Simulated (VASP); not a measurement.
# Te2Mo in VASP: single point with PBE+D3(BJ)

Aim: the single point of Te2Mo with PBE+D3(BJ).

Program: VASP 6.6.1. These are calculated values, not measurements. Logs are shortened: lines on timing, memory, paths and dates and some standing lists are left out, and cuts for length are marked.

## 1. The cell of the first run

The cell holds a slab with vacuum, 6 atoms: a = 3.504 Å, b = 3.504 Å, c = 24.768 Å, α = 90.00°, β = 90.00°, γ = 120.00°.

## 2. Single point, PBE+D3(BJ)

File INCAR:

```
PREC = Accurate
ENCUT = 520
EDIFF = 1E-6
ISMEAR = 0
SIGMA = 0.05
LREAL = F
LASPH = T
NELM = 60
ALGO = Normal
ISIF = 2
LWAVE = F
LCHARG = F
LDIPOL = T
IDIPOL = 3
DIPOL = 0.5 0.5 0.406
GGA = PE
IVDW = 12
NBANDS = 35
```

File KPOINTS:

```
regular mesh
0
Gamma
  9 9 1
```

File POSCAR:

```
Te2Mo
1.0
    3.5038815618      0.0000000000      0.0000000000
   -1.7519407809      3.0344504444      0.0000000000
    0.0000000000      0.0000000000     24.7677192917
Te Mo
4 2
Direct
    0.3333333333      0.6666666667      0.1816881057
    0.3333333333      0.6666666667      0.3284056780
    0.3333333333      0.6666666667      0.4830424435
    0.3333333333      0.6666666667      0.6297600158
    0.6666666667      0.3333333333      0.2550468918
    0.0000000000      1.0000000000      0.5564012296
```

Potentials or basis: VASP PAW PBE potentials, release 64 (Te, Mo_sv).

On the command line:

```bash
$ cat potpaw_PBE.64/Te/POTCAR potpaw_PBE.64/Mo_sv/POTCAR > POTCAR
$ mpirun -np 1 vasp_std > vasp.out
```

OUTCAR:

```text
PREC = Accurate
   ENCUT = 520
   EDIFF = 1E-6
   ISMEAR = 0
   LREAL = F
   LASPH = T
   NELM = 60
   ISIF = 2
   GGA = PE
   IVDW = 12
 IVDW          = 12

 ion  position               nearest neighbor table
   1  0.333  0.667  0.182-   5 2.72   5 2.72   5 2.72   2 3.63
   2  0.333  0.667  0.328-   5 2.72   5 2.72   5 2.72   1 3.63
   3  0.333  0.667  0.483-   6 2.72   6 2.72   6 2.72   4 3.63
   4  0.333  0.667  0.630-   6 2.72   6 2.72   6 2.72   3 3.63
   5  0.667  0.333  0.255-   1 2.72   1 2.72   1 2.72   2 2.72   2 2.72   2 2.72
   6  0.000  0.000  0.556-   3 2.72   3 2.72   3 2.72   4 2.72   4 2.72   4 2.72

  LATTYP: Found a hexagonal cell.
 ALAT       =     3.5038815618
 C/A-ratio  =     7.0686519664

  Lattice vectors:

 A1 = (   3.5038815618,   0.0000000000,   0.0000000000)
 A2 = (  -1.7519407809,   3.0344504444,   0.0000000000)
 A3 = (   0.0000000000,   0.0000000000,  24.7677192917)

Analysis of symmetry for initial positions (statically):
=====================================================================
 Subroutine PRICEL returns:
 Original cell was already a primitive cell.

 Routine SETGRP: Setting up the symmetry group for a
 hexagonal supercell.

 Subroutine GETGRP returns: Found 12 space group operations
 (whereof  6 operations were pure point group operations)
 out of a pool of 24 trial point group operations.

The static configuration has the point symmetry C_3v.
 The point group associated with its full space group is D_3d.

Analysis of symmetry for dynamics (positions and initial velocities):
=====================================================================
 Subroutine PRICEL returns:
 Original cell was already a primitive cell.

 Routine SETGRP: Setting up the symmetry group for a
 hexagonal supercell.

 Subroutine GETGRP returns: Found 12 space group operations
 (whereof  6 operations were pure point group operations)
 out of a pool of 24 trial point group operations.

The dynamic configuration has the point symmetry C_3v.
 The point group associated with its full space group is D_3d.

 Subroutine INISYM returns: Found 12 space group operations
 (whereof  6 operations are pure point group operations),
 and found     1 'primitive' translations

----------------------------------------------------------------------------------------

                                     Primitive cell

  volume of cell :     263.3392

  direct lattice vectors                    reciprocal lattice vectors
[... 93 lines left out ...]
   NELECT =      52.0000    total number of electrons
   NUPDOWN=      -1.0000    fix difference up-down
   EMIN   =  10.00;   EMAX   =-10.00  energy-range for DOS
   EFERMI =   0.00;   METHOD = LEGACY
   ISMEAR =     0;   SIGMA  =   0.05  broadening in eV -4-tet -1-fermi 0-gaus
   EFERMI_NEDOS =   21; number of points for ismear=-14 and -15
   IALGO  =     38    algorithm
   IMIX   =      4    mixing-type and parameters
     AMIX     =   0.40;   BMIX     =  1.00
     AMIX_MAG =   1.60;   BMIX_MAG =  1.00
  volume/ion in A,a.u.               =      43.89       296.18
  Fermi-wavevector in a.u.,A,eV,Ry     =   0.953317  1.801508 12.365162  0.908814
  Thomas-Fermi vector in A             =   2.081961
   LORBIT       =      0    0 simple, 1 ext, 2 COOP (PROOUT), +10 PAW based schemes
   GGA     = PE    functional components
   LHFCALC =     F    Hartree Fock is set to
   AEXX    =    0.0000 exact exchange contribution
   IVDW    =    12    specifies the selected vdW correction
   LEPSILON=     F    determine dielectric tensor
   LRPA    =     F    only Hartree local field effects (RPA)
 non-spin polarized calculation
 Gauss-broadening in eV      SIGMA  =   0.05
  energy-cutoff  :      520.00
  volume of cell :      263.34
 maximum number of plane-waves:      7173
 NGX is ok and might be reduce to    28
   NGX = 13   NGY = 13   NGZ = 93

 dipolmoment           0.000000      0.000000      0.000013 electrons x Angstroem

 number of electron      51.9999998 magnetization

 dipolmoment           0.000000      0.000000     -0.000005 electrons x Angstroem

 Free energy of the ion-electron system (eV)
  ---------------------------------------------------
  ext. energy  EPLUGINS =         0.00000000
  ---------------------------------------------------
  free energy    TOTEN  =       -35.94363583 eV

  energy without entropy =      -35.94363583  energy(sigma->0) =      -35.94363583

 E-fermi :   2.6931     XC(G=0):  -6.4358

 val. band max:        2.4706191848   @ k =   0.3333   0.3333   0.0000
 cond. band min:       3.6177492214   @ k =   0.2222   0.2222   0.0000
 fundamental gap:      1.1471300365
 Fermi energy:         2.6931227295

 k-point     1 :       0.0000    0.0000    0.0000
  band No.  band energies     occupation
      1     -58.1770      2.00000
      2     -58.1770      2.00000
      3     -32.3557      2.00000
      4     -32.3557      2.00000
      5     -32.2091      2.00000
      6     -32.2091      2.00000
[... 445 lines left out ...]
     34       6.9151      0.00000
     35       7.2141      0.00000

------------------------ aborting loop because EDIFF is reached ----------------------------------------

 vacuum level on the upper side and lower side of the slab       (xc-potential included)        -0.166        -0.167

 Edisp (eV)   -2.71798

 E8    (eV) :    -1.2857

  FORCE on cell =-STRESS in cart. coord.  units (eV):
  Direction    XX          YY          ZZ          XY          YZ          ZX
  --------------------------------------------------------------------------------------
  -------------------------------------------------------------------------------------
  Total      -0.20019    -0.20019     0.29034    -0.00000    -0.00000     0.00000
  in kB      -1.21798    -1.21798     1.76647    -0.00000    -0.00000     0.00000
  external pressure =       -0.22 kB  Pullay stress =        0.00 kB

 VOLUME and BASIS-vectors are now :
 -----------------------------------------------------------------------------
  energy-cutoff  :      520.00
  volume of cell :      263.34
      direct lattice vectors                 reciprocal lattice vectors
     3.503881562  0.000000000  0.000000000     0.285397775  0.164774482  0.000000000
    -1.751940781  3.034450444  0.000000000     0.000000000  0.329548964  0.000000000
     0.000000000  0.000000000 24.767719292     0.000000000  0.000000000  0.040375135

 POSITION                                       TOTAL-FORCE (eV/Angst)
 -----------------------------------------------------------------------------------
     -0.00000      2.02297      4.50000         0.000000      0.000000      0.001318
     -0.00000      2.02297      8.13386         0.000000     -0.000000     -0.049072
     -0.00000      2.02297     11.96386         0.000000      0.000000      0.049072
     -0.00000      2.02297     15.59772        -0.000000     -0.000000     -0.001318
      1.75194      1.01148      6.31693        -0.000000     -0.000000     -0.023373
      0.00000      0.00000     13.78079         0.000000      0.000000      0.023373
 -----------------------------------------------------------------------------------
    total drift:                               -0.000000      0.000000     -0.000164

  FREE ENERGIE OF THE ION-ELECTRON SYSTEM (eV)
  ---------------------------------------------------
  free  energy   TOTEN  =       -38.6616113478 eV

  energy  without entropy=      -38.6616113478  energy(sigma->0) =      -38.66161135

 vacuum level on the upper side and lower side of the slab         7.190         7.191
```

Wall time 5.9 min (1 thread of Intel Xeon 8259CL, shared host); peak memory 0.44 GiB.

What came out:

```yaml
Free_energy: -38.6616 eV
Largest_force: 0.049 eV/Å
Band_gap_on_the_k_mesh: 1.15 eV (least direct gap 1.19 eV)
Dispersion_energy_per_atom: -0.453 eV
```

Forces in eV/Å, atoms in the order of the input:
```
Te   0.000  0.000  0.001
Te   0.000  0.000 -0.049
Te   0.000  0.000  0.049
Te   0.000  0.000 -0.001
Mo   0.000  0.000 -0.023
Mo   0.000  0.000  0.023
```

Caveat: spin-orbit coupling is left out, which moves the levels of the heavy elements.
